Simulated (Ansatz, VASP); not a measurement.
**Hg in VASP and in Ansatz**

File INCAR:

```
ALGO = Fast
EDIFF = 1E-6
ENCUT = 520
GGA = PS
ISIF = 2
ISMEAR = 0
IVDW = 12
LASPH = T
LCHARG = F
LREAL = F
LWAVE = F
NBANDS = 19
NELM = 80
PREC = Accurate
SIGMA = 0.15
```

The input KPOINTS:

```
k-points
0
Gamma
  18 18 10
```

Contents of POSCAR:

```
Hg
1.0
    3.1146000000      0.0000000000      0.0000000000
   -1.5573000000      2.6973227226      0.0000000000
    0.0000000000      0.0000000000      4.8734000000
Hg
2
Direct
    0.6666666667      0.3333333333      0.7500000000
    0.3333333333      0.6666666667      0.2500000000
```

Input for Ansatz:

```yaml
crystal:
  lattice:
    - [3.1146, 0.0, 0.0]
    - [-1.5573, 2.6973227226, 0.0]
    - [0.0, 0.0, 4.8734]
  atoms:
    - { symbol: Hg, position: [0.6666666667, 0.3333333333, 0.75] }
    - { symbol: Hg, position: [0.3333333333, 0.6666666667, 0.25] }
basis:
  ecutwfc: 420
kpoints:
  mp_grid: { grid: [18, 18, 10] }
hamiltonian:
  xc: pbesol
  dispersion: d3bj
scf:
  occupations: { method: gaussian, width: 0.15 }
output:
  forces: true
  stress: true
  eigenvalues: true
```

Alike in both runs: task single point; functional PBEsol; dispersion D3(BJ); k mesh 18 × 18 × 10; occupations gaussian, width 0.15 eV; no spin polarisation.

```csv
,VASP,Ansatz
version,VASP 6.6.1,Ansatz 0.2.0
potentials or method,"VASP PAW PBE potentials, release 64 (Hg), cutoff 520 eV","scalar-relativistic, plane waves, PAW"
valence electrons in the cell,24,40
```

```csv
,VASP,Ansatz,Ansatz less VASP
gap on the k mesh at the Fermi level (eV),none,none,-
pressure (GPa),5.1,4.3,-0.77
"traceless stress, the component that is largest in VASP (GPa)",0.52,0.47,-0.057
```

VASP's potentials were made for PBE, not for PBEsol. A gap of «none» marks a metal or a gap that the smearing closes. VASP's potentials hold 24 valence electrons a cell and Ansatz's 40, so a difference there can come from the potentials and not from the codes.

Spin-orbit coupling is off throughout.
